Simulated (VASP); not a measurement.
A run of VASP 6.6.1 is set up as follows.

INCAR

```
  ALGO = Normal
  EDIFF = 1E-6
  ENCUT = 520
  GGA = RP
  ISIF = 2
  ISMEAR = -1
  LASPH = True
  LCHARG = False
  LREAL = False
  LWAVE = False
  NBANDS = 11
  NELM = 80
  PREC = Accurate
  SIGMA = 0.1
```

File KPOINTS:

```
k-points
0
Gamma
  10 10 10
```

Contents of POSCAR:

```
Ca
1.0
    3.4612765183      0.0000000000      0.0000000000
    0.0000000000      3.4612765183      0.0000000000
    0.0000000000      0.0000000000      3.4612765183
Ca
1
Direct
    0.0000000000      0.0000000000      0.0000000000
```

Potentials or basis: VASP PAW PBE potentials, release 64 (Ca_sv).

Run with:

```bash
$ cat potpaw_PBE.64/Ca_sv/POTCAR > POTCAR
$ mpirun -np 1 vasp_std > vasp.out
```

Task: Predict the band gap on the k mesh.

Result: Zero (bands 5 and 6 overlap by 1.20 eV).

Task: What does it give for the pressure?

Result: 1.4 GPa.

Caveat: the PAW data sets were made with another functional, which shifts forces and pressure a little.
